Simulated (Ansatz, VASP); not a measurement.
**Two plane-wave programs on K**

INCAR

```
SYSTEM = K
  ALGO = Normal
  EDIFF = 1E-6
  ENCUT = 520
  GGA = PE
  ISIF = 2
  ISMEAR = -5
  LASPH = .TRUE.
  LCHARG = .FALSE.
  LREAL = .FALSE.
  LWAVE = .FALSE.
  NBANDS = 30
  NELM = 60
  PREC = Accurate
  SIGMA = 0.05
```

File KPOINTS:

```
k-points
0
G
  4 4 1
  0 0 0
```

POSCAR

```
K
1.0
    4.7623960204      0.0000000000      0.0000000000
   -2.3811980102      4.1243559365      0.0000000000
    0.0000000000      0.0000000000     30.6599426400
K
5
Direct
    0.6666666700      0.3333333400      0.2446188529
    0.3333333300      0.6666666600      0.3723094265
    0.6666666700      0.3333333400      0.5000000000
    0.3333333300      0.6666666600      0.6276905735
    0.6666666700      0.3333333400      0.7553811471
```

The input input.yaml:

```yaml
crystal:
  lattice:
    - [4.7623960204, 0.0, 0.0]
    - [-2.3811980102, 4.1243559365, 0.0]
    - [0.0, 0.0, 30.65994264]
  atoms:
    - { symbol: K, position: [0.66666667, 0.33333334, 0.2446188529] }
    - { symbol: K, position: [0.33333333, 0.66666666, 0.3723094265] }
    - { symbol: K, position: [0.66666667, 0.33333334, 0.5] }
    - { symbol: K, position: [0.33333333, 0.66666666, 0.6276905735] }
    - { symbol: K, position: [0.66666667, 0.33333334, 0.7553811471] }
hamiltonian:
  xc: pbe
  pseudopotentials: { kind: paw, level: accurate }
kpoints:
  mp_grid: { grid: [4, 4, 1] }
  band_path:
    path:
      - [0.0, 0.0, 0.0]
      - [0.5, 0.0, 0.0]
      - [0.3333333333, 0.3333333333, 0.0]
      - [0.0, 0.0, 0.0]
    npoints: 14
scf:
  occupations: { method: tetrahedron }
  n_extra_bands: 12
output:
  forces: true
  fatbands: false
  write_density: true
  write_potential: true
  elf: true
  volumetric_format: npy
```

Alike in both runs: functional PBE; k mesh 4 × 4 × 1; occupations tetrahedron; no spin polarisation.

|  | VASP | Ansatz |
| --- | --- | --- |
| version | VASP 6.6.1 | Ansatz 0.2.0 |
| potentials or method | VASP PAW PBE potentials, release 64 (K_sv) | Ansatz PAW earlier set |
| plane-wave cutoff (eV) | 520 | 420 |
| valence electrons in the cell | 45 | 45 |
| task | single point | band structure |

VASP gave:

```
gap on the k mesh at the Fermi level (eV) : none
rms of the force components (eV/Å)        : 0.024
```

**Question.** What did Ansatz give for the same quantities?

**Answer.** gap on the k mesh at the Fermi level (eV): none; rms of the force components (eV/Å): 0.025.

Atom by atom the forces differ by 0.000 eV/Å (rms over components). A gap of «none» marks a metal or a gap that the smearing closes. With one functional, cell and mesh, what is left measures potentials, basis and numerics.

The k mesh is coarse, so the values compare programs but aren't converged.
